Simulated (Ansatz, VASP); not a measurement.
**Two plane-wave programs on Ti3Al**

```
Ti Al
1.0
     0.00000    3.20543    3.20543
     3.20543    0.00000    3.20543
     3.20543    3.20543    0.00000
Ti Al
3 1
Direct
  0.75000 0.75000 0.75000
  0.25000 0.25000 0.25000
  0.00000 0.00000 0.00000
  0.50000 0.50000 0.50000
```

Alike in both runs: functional r2SCAN; dispersion rVV10; k mesh 12 × 12 × 12; occupations gaussian, width 0.1 eV; no spin polarisation.

Ansatz relaxed the structure, and its values are those at the end. VASP's run is a single point on that final structure, the one shown.

|  | VASP | Ansatz |
| --- | --- | --- |
| version | VASP 6.6.1 | Ansatz 0.2.0 |
| potentials or method | VASP PAW PBE potentials, release 64 (Ti_sv, Al), cutoff 520 eV | scalar-relativistic, plane waves, PAW |
| valence electrons in the cell | 39 | 39 |

|  | VASP | Ansatz | Ansatz less VASP |
| --- | --- | --- | --- |
| gap on the k mesh at the Fermi level (eV) | none | none | - |
| pressure (GPa) | 0.3 | 0.0 | -0.34 |

VASP's potentials were made for PBE, not for r2SCAN. A gap of «none» marks a metal or a gap that the smearing closes.
